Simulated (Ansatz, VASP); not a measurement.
**MgO in VASP and in Ansatz**

```
Mg O
1.0
     0.00000    2.10594    2.14351
     2.10594    0.00000    2.14351
     2.10594    2.10594    0.00000
Mg O
1 1
Direct
  0.00000 0.00000 0.00000
  0.50000 0.50000 0.50000
```

Change from the starting cell: strained cell.

Alike in both runs: functional PBE; k mesh 8 × 8 × 8; occupations gaussian, width 0.02 eV; no spin polarisation.

Ansatz relaxed the structure, and its values are those at the end. VASP's run is a single point on that final structure, the one shown.

```csv
,VASP,Ansatz
version,VASP 6.6.1,Ansatz 0.2.0
potentials or method,"VASP PAW PBE potentials, release 64 (Mg, O), cutoff 600 eV","scalar-relativistic, plane waves, PAW"
valence electrons in the cell,8,16
```

Ansatz gave:

| Item | Value |
| --- | --- |
| gap on the k mesh at the Fermi level (eV) | 4.55 |
| least direct gap on the mesh (eV) | 4.55 |
| pressure (GPa) | 2.0 |

Q: Estimate VASP's values.

A: gap on the k mesh at the Fermi level (eV): 4.53; least direct gap on the mesh (eV): 4.53; pressure (GPa): 0.9.

VASP's potentials hold 8 valence electrons a cell and Ansatz's 16, so a difference there can come from the potentials and not from the codes. Ansatz's warnings: stress scf threshold loose.
